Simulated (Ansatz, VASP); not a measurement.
**SrO in VASP and in Ansatz**

File INCAR:

```
SYSTEM = SrO
  PREC = Accurate
  ENCUT = 520
  EDIFF = 1E-7
  ISMEAR = 0
  SIGMA = 0.05
  LREAL = .FALSE.
  LASPH = .TRUE.
  NELM = 100
  ALGO = Normal
  ISIF = 2
  LWAVE = .FALSE.
  LCHARG = .FALSE.
  GGA = PE
  NBANDS = 24
```

File KPOINTS:

```
Automatic mesh
0
G
  9 9 8
  0 0 0
```

File POSCAR:

```
SrO
1.0
    0.0000000000     -2.5975079636     -2.5975079636
   -2.5975079636      0.0000000000     -2.5975079636
    2.5975079636      2.5975079636     -5.1950159271
Sr O
2 2
Direct
    0.0000000000      0.0000000000      0.0000000000
    0.5000000000      0.5000000000      0.5000000000
    0.6854075490      0.8332678567      0.7500000027
    0.3145924510      0.1667321433      0.2499999973
```

Input for Ansatz:

```yaml
crystal:
  lattice:
    - [0.0, -2.5975079636, -2.5975079636]
    - [-2.5975079636, 0.0, -2.5975079636]
    - [2.5975079636, 2.5975079636, -5.1950159271]
  atoms:
    - { symbol: Sr, position: [0.0, 0.0, 0.0] }
    - { symbol: Sr, position: [0.5, 0.5, 0.5] }
    - { symbol: O, position: [0.685407549, 0.8332678567, 0.7500000027] }
    - { symbol: O, position: [0.314592451, 0.1667321433, 0.2499999973] }
basis:
  ecutwfc: 520.0
kpoints:
  mp_grid: { grid: [9, 9, 8] }
hamiltonian:
  xc: pbe
scf:
  occupations: { method: gaussian, width: 0.05 }
output:
  forces: true
  stress: true
  eigenvalues: true
```

Change from the starting cell: mode 6 frozen in at +0.000 Å and mode 10 at -0.278 Å (largest displacements).

Alike in both runs: task single point; functional PBE; k mesh 9 × 9 × 8; occupations gaussian, width 0.05 eV; no spin polarisation.

|  | VASP | Ansatz |
| --- | --- | --- |
| version | VASP 6.6.1 | Ansatz 0.2.0 |
| potentials or method | VASP PAW PBE potentials, release 64 (Sr_sv, O), cutoff 520 eV | scalar-relativistic, plane waves, PAW |
| valence electrons in the cell | 32 | 32 |

```csv
,VASP,Ansatz,Ansatz less VASP
gap on the k mesh at the Fermi level (eV),3.23,3.28,+0.050
least direct gap on the mesh (eV),3.42,3.45,+0.038
pressure (GPa),3.1,2.4,-0.62
"traceless stress, the component that is largest in VASP (GPa)",-2.47,-2.33,+0.139
rms of the force components (eV/Å),0.491,0.467,-0.0236
```

Atom by atom the forces differ by 0.024 eV/Å (rms over components). The functional is the same, so the differences come from potentials, cutoffs and numerics.
